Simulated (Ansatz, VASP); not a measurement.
**SnO2: VASP beside Ansatz**

```
Sn O
1.0
     4.82770    0.00000    0.00000
     0.00000    4.82770    0.00000
     0.00000    0.00000    3.23799
Sn O
2 4
Direct
  0.00000 0.00000 0.00000
  0.50000 0.50000 0.50000
  0.30661 0.30661 0.00000
  0.19339 0.80661 0.50000
  0.69339 0.69339 0.00000
  0.80661 0.19339 0.50000
```

Alike in both runs: task single point; functional PBE; k mesh 6 × 6 × 8; occupations gaussian, width 0.05 eV; no spin polarisation.

```csv
,VASP,Ansatz
version,VASP 6.6.1,Ansatz 0.2.0
potentials or method,"VASP PAW PBE potentials, release 64 (Sn_d, O), cutoff 520 eV","scalar-relativistic, plane waves, PAW"
valence electrons in the cell,52,52
```

```csv
,VASP,Ansatz,Ansatz less VASP
gap on the k mesh at the Fermi level (eV),0.67,0.68,+0.012
least direct gap on the mesh (eV),0.67,0.68,+0.012
pressure (GPa),0.6,0.0,-0.61
"traceless stress, the component that is largest in VASP (GPa)",0.21,0.01,-0.199
rms of the force components (eV/Å),0.010,0.002,-0.0079
```

Atom by atom the forces differ by 0.008 eV/Å (rms over components).
